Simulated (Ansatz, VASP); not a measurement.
# Two plane-wave programs on InSb

File POSCAR:

```
InSb
1.0
    3.0583698200      0.0000000000      0.0000000000
    0.0000000000      3.0583698200      0.0000000000
    0.0000000000      0.0000000000      6.1833864727
In Sb
1 1
Direct
    0.0000000000      0.0000000000     -0.0323447355
    0.0000000000      0.0000000000      0.5000000000
```

Contents of INCAR.step1:

```
PREC = Accurate
ENCUT = 520
ISMEAR = 0
SIGMA = 0.15
LREAL = F
LASPH = T
NELM = 60
NBANDS = 16
GGA = PE
ALGO = Normal
EDIFF = 1E-4
LWAVE = T
LCHARG = F
```

Contents of INCAR.step2:

```
PREC = Accurate
ENCUT = 520
EDIFF = 1E-7
ISMEAR = 0
SIGMA = 0.15
LREAL = F
LASPH = T
NELM = 60
ALGO = Normal
ISIF = 2
LWAVE = F
LCHARG = T
METAGGA = R2SCAN
LMIXTAU = T
LELF = T
LVHAR = T
NBANDS = 16
ISTART = 1
```

The input KPOINTS:

```
Automatic mesh
0
Gamma
  20 20 10
```

Input for Ansatz:

```yaml
crystal:
  lattice:
    - [3.05836982, 0.0, 0.0]
    - [0.0, 3.05836982, 0.0]
    - [0.0, 0.0, 6.1833864727]
  atoms:
    - { symbol: In, position: [0.0, 0.0, -0.0323447355] }
    - { symbol: Sb, position: [0.0, 0.0, 0.5] }
basis:
  ecutwfc: 500
kpoints:
  mp_grid: { grid: [20, 20, 10] }
hamiltonian:
  xc: r2scan
scf:
  occupations: { method: gaussian, width: 0.15 }
output:
  forces: true
  stress: true
  eigenvalues: true
```

Change from the starting cell: all In atoms moved -0.200 Å, as atom 1 along Cartesian [0 0 1].

Alike in both runs: task single point; functional r2SCAN; k mesh 20 × 20 × 10; occupations gaussian, width 0.15 eV; no spin polarisation.

```csv
,VASP,Ansatz
version,VASP 6.6.1,Ansatz 0.2.0
potentials or method,"VASP PAW PBE potentials, release 64 (In_d, Sb), cutoff 520 eV","scalar-relativistic, plane waves, PAW"
valence electrons in the cell,18,28
```

```tsv
	VASP	Ansatz	Ansatz less VASP
gap on the k mesh at the Fermi level (eV)	none	none	-
pressure (GPa)	0.8	0.8	-0.02
traceless stress, the component that is largest in VASP (GPa)	1.96	1.95	-0.002
rms of the force components (eV/Å)	0.400	0.396	-0.0030
```

VASP's potentials were made for PBE, not for r2SCAN. Atom by atom the forces differ by 0.003 eV/Å (rms over components). A gap of «none» marks a metal or a gap that the smearing closes. VASP's potentials hold 18 valence electrons a cell and Ansatz's 28, so a difference there can come from the potentials and not from the codes.

Spin-orbit coupling is off throughout.
